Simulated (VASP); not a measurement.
## MoS2: single point with PBE

Crystal: MoS2.

```
Mo S
1.0
     3.29994    0.00000    0.00000
    -1.64997    2.85783    0.00000
     0.00000    0.00000   12.23965
Mo S
2 4
Direct
  0.33333 0.66667 0.25000
  0.66667 0.33333 0.75000
  0.66667 0.33333 0.37398
  0.66667 0.33333 0.12602
  0.33333 0.66667 0.87398
  0.33333 0.66667 0.62602
```

This cell differs from its parent crystal: epitaxial xy strain +4.0%.

```
Program             : VASP 6.6.1
Task                : single point
Functional          : PBE
Potentials or basis : VASP PAW PBE potentials, release 64 (Mo_sv, S)
Cutoff              : 520 eV
k mesh              : 12 × 12 × 2
Occupations         : fermi-dirac, width 0.02 eV
Spin                : no spin polarisation
```

```yaml
Pressure: -4.3 GPa
Largest_force: 0.066 eV/Å
Band_gap_on_the_k_mesh: 0.30 eV (least direct gap 1.26 eV)
```

Forces in eV/Å, atoms in the order of the input:
```
Mo   0.000  0.000  0.000
Mo   0.000  0.000  0.000
S    0.000  0.000  0.066
S    0.000  0.000 -0.066
S    0.000  0.000  0.066
S    0.000  0.000 -0.066
```

Stress tensor (GPa, compression positive):
```
-7.79  0.00  0.00
 0.00 -7.79  0.00
 0.00  0.00  2.65
```

Levels at points of the mesh, in eV from the valence-band top:
| k point | band 23 | band 24 | band 25 | band 26 | band 27 | band 28 | band 29 | band 30 |
| --- | --- | --- | --- | --- | --- | --- | --- | --- |
| (0.00, 0.00, 0.00) | -2.63 | -1.06 | -0.86 | 0.00 | 1.59 | 1.59 | 1.61 | 1.61 |
| (0.50, 0.00, 0.00) | -2.30 | -2.13 | -1.56 | -1.36 | 0.93 | 0.98 | 1.38 | 1.50 |
| (0.00, 0.00, 0.50) | -2.30 | -2.30 | -0.19 | -0.19 | 1.60 | 1.60 | 1.60 | 1.60 |
| (0.50, 0.00, 0.50) | -2.21 | -2.21 | -1.45 | -1.45 | 0.95 | 0.95 | 1.44 | 1.44 |

It took 80 s on 1 thread of Intel(R) Xeon(R) 6975P-C (Granite Rapids), on a shared host, peak memory 0.31 GiB.

Caveat: the cell differs from its parent crystal (epitaxial xy strain +4.0%); the stress differs along the axes, from -8 to 3 GPa; this functional lacks dispersion, which binds layers or chains, so the pressure and a relaxed spacing across them are unreliable. A k mesh can miss the band edges.
